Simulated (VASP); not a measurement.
Nb3Sn: relaxation of cell and atoms with LDA

Crystal: Nb3Sn.

```
CELL_PARAMETERS angstrom
5.28210 0.00000 0.00000
0.00000 5.28210 0.00000
0.00000 0.00000 5.28210
ATOMIC_POSITIONS crystal
Nb 0.25000 0.00000 0.50000
Nb 0.50000 0.75000 0.00000
Nb 0.75000 0.00000 0.50000
Nb 0.50000 0.25000 0.00000
Nb 0.00000 0.50000 0.75000
Nb 0.00000 0.50000 0.25000
Sn 0.00000 0.00000 0.00000
Sn 0.50000 0.50000 0.50000
```

```
Program                : VASP 6.6.1
Task                   : relaxation of cell and atoms
Functional             : LDA
Potentials or basis    : VASP PAW LDA potentials, release 64 (Nb_sv, Sn_d)
Cutoff                 : 600 eV
k mesh                 : 8 × 8 × 8
Occupations            : gaussian, width 0.1 eV
Spin                   : no spin polarisation
Dipole correction      : no
Further INCAR settings : ALGO = Normal; EDIFF = 1e-07; IBRION = 2; EDIFFG = -0.002; NSW = 100; ISIF = 3
```

The relaxed volume is 17.80 Å³/atom and the relaxed cell is a = 5.222 Å, b = 5.222 Å, c = 5.222 Å, α = 90.00°, β = 90.00°, γ = 90.00°. The space group after relaxing (to 0.1 Å) is Pm-3n (No. 223) and the energy gained by relaxing is 12.0 meV/atom. The ionic steps are 4. The pressure after relaxing is 0.0 GPa and the band gap on the k mesh is zero (bands 53 and 54 overlap by 0.61 eV).

The path:
```tsv
step	energy change (eV)	largest force (eV/Å)	pressure (GPa)	volume (Å³)
1	0.0000	0.0000	-5.96	147.37
2	0.2864	0.0000	14.16	133.23
3	-0.0957	0.0000	-0.15	142.49
4	-0.0957	0.0000	-0.01	142.38
```

Final structure:
```
Nb Sn
1.0
     5.22176    0.00000    0.00000
     0.00000    5.22176    0.00000
     0.00000    0.00000    5.22176
Nb Sn
6 2
Direct
  0.25000 0.00000 0.50000
  0.50000 0.75000 0.00000
  0.75000 0.00000 0.50000
  0.50000 0.25000 0.00000
  0.00000 0.50000 0.75000
  0.00000 0.50000 0.25000
  0.00000 0.00000 0.00000
  0.50000 0.50000 0.50000
```

Levels at points of the mesh, in eV from the Fermi level:
```
           k point  band 50  band 51  band 52  band 53  band 54  band 55  band 56  band 57
(0.00, 0.00, 0.00)    -0.56    -0.56    -0.56    -0.07    -0.07     2.45     2.45     2.45
(0.50, 0.00, 0.00)    -1.08    -0.89    -0.89    -0.35    -0.35     1.61     1.61     2.24
(0.50, 0.50, 0.00)     0.12     0.13     0.13     0.27     0.57     0.69     0.69     0.78
(0.50, 0.50, 0.50)     0.01     0.01     0.01     0.17     0.17     0.17     0.17     0.17
```

It took 18 min on 1 thread of Intel(R) Xeon(R) Platinum 8488C (Sapphire Rapids), on a shared host, peak memory 0.42 GiB.

Caveat: spin-orbit coupling is left out, which moves the levels of the heavy elements. LDA usually gives volumes a few per cent too small.
